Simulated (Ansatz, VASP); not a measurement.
## B: VASP beside Ansatz

```
B
1.0
     0.00000    2.86634    2.86634
     2.86634    0.00000    2.86634
     2.86634    2.86634    0.00000
B
8
Direct
  0.00000 0.00000 0.00000
  0.00000 0.00000 0.50000
  0.00000 0.50000 0.00000
  0.00000 0.50000 0.50000
  0.50000 0.00000 0.00000
  0.50000 0.00000 0.50000
  0.50000 0.50000 0.00000
  0.50000 0.50000 0.50000
```

Alike in both runs: task single point; functional PBE; k mesh 8 × 8 × 8; occupations gaussian, width 0.1 eV; no spin polarisation.

|  | VASP | Ansatz |
| --- | --- | --- |
| version | VASP 6.6.1 | Ansatz 0.2.0 |
| potentials or method | VASP PAW PBE potentials, release 64 (B), cutoff 520 eV | scalar-relativistic, plane waves, PAW |
| valence electrons in the cell | 24 | 24 |

|  | VASP | Ansatz | Ansatz less VASP |
| --- | --- | --- | --- |
| gap on the k mesh at the Fermi level (eV) | none | none | - |
| pressure (GPa) | -0.5 | -0.5 | -0.01 |

A gap of «none» marks a metal or a gap that the smearing closes. With one functional, cell and mesh, what is left measures potentials, basis and numerics.
